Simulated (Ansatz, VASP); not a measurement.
**One calculation of W, two programs**

```
W
1.0
     2.77915    0.00000    0.00000
    -1.38958    2.40682    0.00000
     0.00000    0.00000    4.94917
W
2
Direct
  0.33333 0.66667 0.25000
  0.66667 0.33333 0.75000
```

Alike in both runs: functional PBE; k mesh 9 × 9 × 4; occupations gaussian, width 0.1 eV; no spin polarisation.

Ansatz relaxed the structure, and its values are those at the end. VASP's run is a single point on that final structure, the one shown.

|  | VASP | Ansatz |
| --- | --- | --- |
| version | VASP 6.6.1 | Ansatz 0.2.0 |
| potentials or method | VASP PAW PBE potentials, release 64 (W_sv), cutoff 520 eV | scalar-relativistic, plane waves, PAW |
| valence electrons in the cell | 28 | 28 |

|  | VASP | Ansatz | Ansatz less VASP |
| --- | --- | --- | --- |
| gap on the k mesh at the Fermi level (eV) | none | none | - |
| pressure (GPa) | 0.5 | 0.0 | -0.48 |

A gap of «none» marks a metal or a gap that the smearing closes.

Spin-orbit coupling is off throughout.
